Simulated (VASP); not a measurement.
Crystal: ScAl3.

```
Sc Al
1.0
     4.08781    0.00000    0.00000
     0.00000    4.08781    0.00000
     0.00000    0.00000    4.08781
Sc Al
1 3
Cartesian
  0.0176 -0.0019 -0.0270
  2.0342 2.0390 0.0484
  -0.0522 2.0484 2.0403
  2.0446 0.0326 2.0513
```

This cell differs from its parent crystal: atoms moved at random.

Base run:

| Quantity | Value |
| --- | --- |
| Program | VASP 6.6.1 |
| Functional | PBEsol |
| Potentials or basis | VASP PAW PBE potentials, release 64 (Sc_sv, Al) |
| Cutoff | 520 eV |
| k mesh | 7 × 7 × 7 |
| Occupations | fermi-dirac, width 0.05 eV |
| Spin | no spin polarisation |

Its results: band gap on the k mesh zero (band 10 reaches 8.18 eV, above the bottom of band 11 at 4.54 eV); pressure -0.8 GPa; largest force 0.411 eV/Å.

Question: The run is repeated on the same cell with these changes: functional from PBEsol to PBE. What comes out?

Answer: Band gap on the k mesh zero (band 10 reaches 8.27 eV, above the bottom of band 11 at 4.61 eV); pressure 1.3 GPa; largest force 0.415 eV/Å.

PBE binds less tightly than PBEsol, so the same cell stands under more pressure.

Caveats: the PAW data sets were made with another functional, which shifts forces and pressure a little (some runs).
